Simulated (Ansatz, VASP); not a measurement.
## LiF: VASP beside Ansatz

File POSCAR:

```
LiF
1.0
    0.0000000000      2.1008604840      2.2064371765
    2.1008604840      0.0000000000      2.2064371765
    2.1008604840      2.1008604840      0.0000000000
Li F
1 1
Direct
    0.0000000000      0.0000000000      0.0000000000
    0.2500000000      0.2500000000      0.2500000000
```

Contents of INCAR.step1:

```
SYSTEM = LiF
PREC = Accurate ; ENCUT = 520
ISMEAR = 0 ; SIGMA = 0.01
LREAL = .False. ; LASPH = .True.
NELM = 60 ; NBANDS = 12
GGA = PE ; ALGO = Normal
EDIFF = 1E-4 ; LWAVE = .True.
LCHARG = .False.
```

File INCAR.step2:

```
SYSTEM = LiF
PREC = Accurate ; ENCUT = 520
EDIFF = 1E-6 ; ISMEAR = 0
SIGMA = 0.01 ; LREAL = .False.
LASPH = .True. ; NELM = 60
ALGO = Normal ; ISIF = 2
LWAVE = .False. ; LCHARG = .False.
METAGGA = R2SCAN ; LMIXTAU = .True.
NBANDS = 12 ; ISTART = 1
```

KPOINTS

```
Automatic mesh
0
Gamma
  10 10 10
  0 0 0
```

Input for Ansatz:

```yaml
crystal:
  lattice:
    - [0.0, 2.100860484, 2.2064371765]
    - [2.100860484, 0.0, 2.2064371765]
    - [2.100860484, 2.100860484, 0.0]
  atoms:
    - { symbol: Li, position: [0.0, 0.0, 0.0] }
    - { symbol: F, position: [0.25, 0.25, 0.25] }
kpoints:
  mp_grid: { grid: [10, 10, 10] }
  band_path:
    path:
      - [0.0, 0.0, 0.0]
      - [-0.5, -0.5, 0.0]
      - [-0.375, -0.375, 0.25]
      - [-0.375, 0.0, 0.375]
      - [0.0, 0.0, 0.5]
      - [-0.5, -0.25, 0.25]
    npoints: 1
hamiltonian:
  xc: r2scan
scf:
  occupations: { method: fixed }
  n_extra_bands: 4
output:
  forces: true
  stress: true
  eigenvalues: true
  write_density: true
  write_potential: true
  elf: true
  volumetric_format: npy
```

Change from the starting cell: epitaxial_xy strain -2.0%.

Alike in both runs: task single point; functional r2SCAN; k mesh 10 × 10 × 10; no spin polarisation.

|  | VASP | Ansatz |
| --- | --- | --- |
| version | VASP 6.6.1 | Ansatz 0.2.0 |
| potentials or method | VASP PAW PBE potentials, release 64 (Li_sv, F) | plane waves, PAW |
| plane-wave cutoff (eV) | 520 | 500 |
| occupations | gaussian, width 0.01 eV | fixed |
| valence electrons in the cell | 10 | 10 |

```tsv
	VASP	Ansatz	Ansatz less VASP
gap on the k mesh at the Fermi level (eV)	8.79	8.70	-0.086
```

VASP's potentials were made for PBE, not for r2SCAN.

Noted on VASP's run: the cutoff is short for stress, so the pressure is rough.
